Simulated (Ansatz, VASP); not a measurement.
**Two plane-wave programs on Al7Ni8**

INCAR

```
SYSTEM = Al7Ni8
  ALGO = Normal
  DIPOL = 0.5 0.5 0.500
  EDIFF = 1E-6
  ENCUT = 520
  GGA = PS
  GGA_COMPAT = .False.
  IDIPOL = 3
  ISIF = 2
  ISMEAR = 0
  LASPH = .True.
  LCHARG = .False.
  LDIPOL = .True.
  LREAL = .False.
  LWAVE = .False.
  NBANDS = 64
  NELM = 120
  NELMDL = -8
  PREC = Accurate
  SIGMA = 1.5
```

File KPOINTS:

```
k-points
0
Gamma
  9 9 1
  0 0 0
```

The input POSCAR:

```
Al7Ni8
1.0
    4.0477133473      0.0000000000      0.0000000000
   -2.0238566737      3.5054225860      0.0000000000
    0.0000000000      0.0000000000     26.5673043804
Ni Al
8 7
Direct
    0.3333333333      0.6666666667      0.2823018810
    0.0000000000      0.0000000000      0.3445013436
    0.6666666667      0.3333333333      0.4067008061
    0.3333333333      0.6666666667      0.4689002687
    0.0000000000      0.0000000000      0.5310997313
    0.6666666667      0.3333333333      0.5932991939
    0.3333333333      0.6666666667      0.6554986564
    0.0000000000      0.0000000000      0.7176981190
    0.6666666667      0.3333333333      0.3134016123
    0.3333333333      0.6666666667      0.3756010749
    0.0000000000      0.0000000000      0.4378005374
    0.6666666667      0.3333333333      0.5000000000
    0.3333333333      0.6666666667      0.5621994626
    0.0000000000      0.0000000000      0.6243989251
    0.6666666667      0.3333333333      0.6865983877
```

Input for Ansatz:

```yaml
crystal:
  lattice:
    - [4.0477133473, 0.0, 0.0]
    - [-2.0238566737, 3.505422586, 0.0]
    - [0.0, 0.0, 26.5673043804]
  atoms:
    - { symbol: Ni, position: [0.3333333333, 0.6666666667, 0.282301881] }
    - { symbol: Al, position: [0.6666666667, 0.3333333333, 0.3134016123] }
    - { symbol: Ni, position: [0.0, 0.0, 0.3445013436] }
    - { symbol: Al, position: [0.3333333333, 0.6666666667, 0.3756010749] }
    - { symbol: Ni, position: [0.6666666667, 0.3333333333, 0.4067008061] }
    - { symbol: Al, position: [0.0, 0.0, 0.4378005374] }
    - { symbol: Ni, position: [0.3333333333, 0.6666666667, 0.4689002687] }
    - { symbol: Al, position: [0.6666666667, 0.3333333333, 0.5] }
    - { symbol: Ni, position: [0.0, 0.0, 0.5310997313] }
    - { symbol: Al, position: [0.3333333333, 0.6666666667, 0.5621994626] }
    - { symbol: Ni, position: [0.6666666667, 0.3333333333, 0.5932991939] }
    - { symbol: Al, position: [0.0, 0.0, 0.6243989251] }
    - { symbol: Ni, position: [0.3333333333, 0.6666666667, 0.6554986564] }
    - { symbol: Al, position: [0.6666666667, 0.3333333333, 0.6865983877] }
    - { symbol: Ni, position: [0.0, 0.0, 0.717698119] }
basis:
  ecutwfc: 420
kpoints:
  mp_grid: { grid: [9, 9, 1] }
hamiltonian:
  xc: pbesol
scf:
  occupations: { method: gaussian, width: 1.5 }
output:
  forces: true
  stress: true
  eigenvalues: true
efield:
  axis: 3
  dipole_correction: true
  ramp_width: 0.04
```

Alike in both runs: task single point; functional PBEsol; k mesh 9 × 9 × 1; occupations gaussian, width 1.5 eV; no spin polarisation.

|  | VASP | Ansatz |
| --- | --- | --- |
| version | VASP 6.6.1 | Ansatz 0.2.0 |
| potentials or method | VASP PAW PBE potentials, release 64 (Ni, Al), cutoff 520 eV | scalar-relativistic, plane waves, PAW |
| valence electrons in the cell | 101 | 165 |

```tsv
	VASP	Ansatz	Ansatz less VASP
gap on the k mesh at the Fermi level (eV)	none	none	-
rms of the force components (eV/Å)	0.261	0.266	+0.0051
```

VASP's potentials were made for PBE, not for PBEsol. A gap of «none» marks a metal or a gap that the smearing closes. The functional is the same, so the differences come from potentials, cutoffs and numerics. VASP's potentials hold 101 valence electrons a cell and Ansatz's 165, so a difference there can come from the potentials and not from the codes.
